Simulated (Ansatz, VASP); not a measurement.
AgCl: VASP beside Ansatz

```
Ag Cl
1.0
     3.43397    0.00000    0.00000
     0.00000    3.43397    0.00000
     0.00000    0.00000    3.43397
Ag Cl
1 1
Direct
  0.00000 0.00000 0.00000
  0.50000 0.50000 0.50000
```

Alike in both runs: task relaxation of the atoms; functional PBE; k mesh 1 × 1 × 1; occupations gaussian, width 0.1 eV; no spin polarisation.

```csv
,VASP,Ansatz
version,VASP 6.6.1,Ansatz 0.2.0
potentials or method,"VASP PAW PBE potentials, release 64 (Ag, Cl), cutoff 450 eV","scalar-relativistic, plane waves, PAW"
valence electrons in the cell,18,26
```

```tsv
	VASP	Ansatz	Ansatz less VASP
gap on the k mesh at the Fermi level, each at its own relaxed structure (eV)	1.23	1.23	0.000
```

VASP's potentials hold 18 valence electrons a cell and Ansatz's 26, so a difference there can come from the potentials and not from the codes. Ansatz's warnings: force scf threshold loose, stress scf threshold loose.

The k mesh is coarse, so the values compare programs but aren't converged. Noted on VASP's run: the relaxation stopped at its first step, so nothing moved.
